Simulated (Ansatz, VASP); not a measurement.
## TaN: VASP beside Ansatz

```
Ta N
1.0
     0.00000    2.18792    2.18792
     2.18792    0.00000    2.18792
     2.18792    2.18792    0.00000
Ta N
1 1
Direct
  0.00000 0.00000 0.00000
  0.50000 0.50000 0.50000
```

Alike in both runs: functional PBEsol; k mesh 16 × 16 × 16; occupations gaussian, width 0.1 eV; no spin polarisation.

Ansatz relaxed the structure, and its values are those at the end. VASP's run is a single point on that final structure, the one shown.

|  | VASP | Ansatz |
| --- | --- | --- |
| version | VASP 6.6.1 | Ansatz 0.2.0 |
| potentials or method | VASP PAW PBE potentials, release 64 (Ta_sv_GW, N), cutoff 600 eV | scalar-relativistic, plane waves, PAW |
| valence electrons in the cell | 18 | 18 |

```tsv
	VASP	Ansatz	Ansatz less VASP
gap on the k mesh at the Fermi level (eV)	none	none	-
pressure (GPa)	0.1	0.0	-0.08
```

VASP's potentials were made for PBE, not for PBEsol. A gap of «none» marks a metal or a gap that the smearing closes. With one functional, cell and mesh, what is left measures potentials, basis and numerics.

Neither program's run includes spin-orbit coupling.
